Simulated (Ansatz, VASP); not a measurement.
# Two plane-wave programs on Si3Ge

```
Si Ge
1.0
     5.53402   -0.00174   -0.00174
     0.00174   -5.53402    0.00174
     0.00174    0.00174   -5.53402
Si Ge
6 2
Direct
  0.24708 0.24695 0.25292
  0.75305 0.75292 0.25292
  0.24708 0.75292 0.74695
  0.00292 0.50305 0.49708
  0.49695 0.99708 0.49708
  0.00292 0.99708 0.00305
  0.75323 0.24677 0.74677
  0.49677 0.50323 0.00323
```

Alike in both runs: functional PBE; k mesh 6 × 6 × 6; occupations gaussian, width 0.1 eV; no spin polarisation.

Ansatz relaxed the structure, and its values are those at the end. VASP's run is a single point on that final structure, the one shown.

|  | VASP | Ansatz |
| --- | --- | --- |
| version | VASP 6.6.1 | Ansatz 0.2.0 |
| potentials or method | VASP PAW PBE potentials, release 64 (Si, Ge_d), cutoff 520 eV | scalar-relativistic, plane waves, PAW |
| valence electrons in the cell | 52 | 52 |

```csv
,VASP,Ansatz,Ansatz less VASP
gap on the k mesh at the Fermi level (eV),0.44,0.44,-0.002
least direct gap on the mesh (eV),0.44,0.44,-0.002
pressure (GPa),-0.1,0.0,+0.08
rms of the force components (eV/Å),0.003,0.003,+0.0008
```

The functional is the same, so the differences come from potentials, cutoffs and numerics.
